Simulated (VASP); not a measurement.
## Si: single point with PBE

Crystal: Si.

```
Si
1.0
     4.88592    0.00000    0.00000
     0.00000    6.19949    0.00000
     0.00000    0.00000    4.48177
Si
8
Direct
  0.46496 0.00000 0.74997
  0.03504 0.00000 0.74997
  0.53504 0.00000 0.25003
  0.96496 0.00000 0.25003
  0.00000 0.31719 0.00000
  0.50000 0.68281 0.00000
  0.00000 0.68281 0.00000
  0.50000 0.31719 0.00000
```

- Program: VASP 6.6.1
- Task: single point
- Functional: PBE
- Potentials or basis: VASP PAW PBE potentials, release 64 (Si)
- Cutoff: 520 eV
- k mesh: 4 × 4 × 4
- Occupations: gaussian, width 0.1 eV
- Spin: no spin polarisation

```
Pressure               : 27.9 GPa
Largest force          : 3.459 eV/Å
Band gap on the k mesh : zero (band 16 reaches 8.42 eV, above the bottom of band 17 at 7.27 eV)
```

Forces in eV/Å, atoms in the order of the input:
```
Si   2.796  0.000 -2.036
Si  -2.796  0.000 -2.036
Si  -2.796  0.000  2.036
Si   2.796  0.000  2.036
Si   0.000  0.794  0.000
Si   0.000 -0.794  0.000
Si   0.000 -0.794  0.000
Si   0.000  0.794  0.000
```

Stress tensor (GPa, compression positive):
```
30.90  0.00  0.00
 0.00 28.28  0.00
 0.00  0.00 24.44
```

Levels at points of the mesh, in eV from the Fermi level:
```tsv
k point	band 13	band 14	band 15	band 16	band 17	band 18	band 19	band 20
(0.00, 0.00, 0.00)	-2.42	-1.49	-1.29	-0.65	-0.24	0.50	1.21	1.27
(0.50, 0.00, 0.00)	-1.41	-1.41	0.50	0.50	0.53	0.53	1.30	1.30
(0.00, 0.50, 0.00)	-2.30	-1.40	-1.20	-1.02	0.36	0.46	1.48	1.73
(0.50, 0.50, 0.00)	-2.29	-2.29	-1.20	-1.20	0.74	0.74	2.04	2.04
(0.00, 0.00, 0.50)	-3.14	-2.96	-0.59	0.54	0.89	1.26	1.63	1.81
(0.50, 0.00, 0.50)	-1.33	-1.33	0.91	0.91	0.96	0.96	2.11	2.11
(0.00, 0.50, 0.50)	-2.05	-1.23	-0.92	-0.03	0.39	1.83	1.85	2.16
(0.50, 0.50, 0.50)	-1.22	-1.22	0.36	0.36	1.03	1.03	1.83	1.83
```

Wall time 32 s on 1 thread of Intel(R) Xeon(R) 6975P-C (Granite Rapids), on a shared host, peak memory 0.25 GiB.

Caveat: forces of over 1 eV/Å act on the atoms, so gaps and moduli don't describe the material at rest.
